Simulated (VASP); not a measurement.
A run of VASP 6.6.1:

The input POSCAR:

```
CuAu
1.0
    2.8675999088      0.0000000000      0.0000000000
    0.0000000000      2.8675999088      0.0000000000
    0.0000000000      0.0000000000      3.6491041254
Cu Au
1 1
Direct
    0.5000000000      0.5000000000      0.5000000000
    0.0000000000      0.0000000000      0.0000000000
```

File INCAR.step1:

```
SYSTEM = CuAu
PREC = Accurate
ENCUT = 520
EDIFF = 1E-6
ISMEAR = 0
SIGMA = 0.1
LREAL = .False.
LASPH = .True.
NELM = 100
ALGO = Fast
ISIF = 2
LWAVE = .False.
LCHARG = .True.
LMAXMIX = 4
GGA = PE
NBANDS = 18
```

The input KPOINTS.step1:

```
Automatic mesh
0
Gamma
  18 18 18
  0 0 0
```

INCAR.step2

```
SYSTEM = CuAu
PREC = Accurate
ENCUT = 520
EDIFF = 1E-6
ISMEAR = -5
SIGMA = 0.1
LREAL = .False.
LASPH = .True.
NELM = 100
ALGO = Fast
ISIF = 2
LWAVE = .False.
LCHARG = .False.
LMAXMIX = 4
GGA = PE
LORBIT = 11
NEDOS = 1001
ICHARG = 11
```

KPOINTS.step2

```
Automatic mesh
0
Gamma
  27 27 27
  0 0 0
```

Potentials or basis: VASP PAW PBE potentials, release 64 (Cu, Au).

Command:

```sh
$ cat potpaw_PBE.64/Cu/POTCAR potpaw_PBE.64/Au/POTCAR > POTCAR
$ cp INCAR.step1 INCAR
$ cp KPOINTS.step1 KPOINTS
$ mpirun -np 1 vasp_std > vasp.out
$ cp INCAR.step2 INCAR
$ cp KPOINTS.step2 KPOINTS
$ mpirun -np 1 vasp_std > vasp.out
```

Hardware: 1 thread of Intel(R) Xeon(R) Platinum 8488C (Sapphire Rapids), on a shared host.

Problem. Estimate the wall time of this run.

Solution. Run time: 5.4 min on 1 thread of Intel(R) Xeon(R) Platinum 8488C (Sapphire Rapids) (shared host), peak memory 0.86 GiB. Counts: k points 1470.
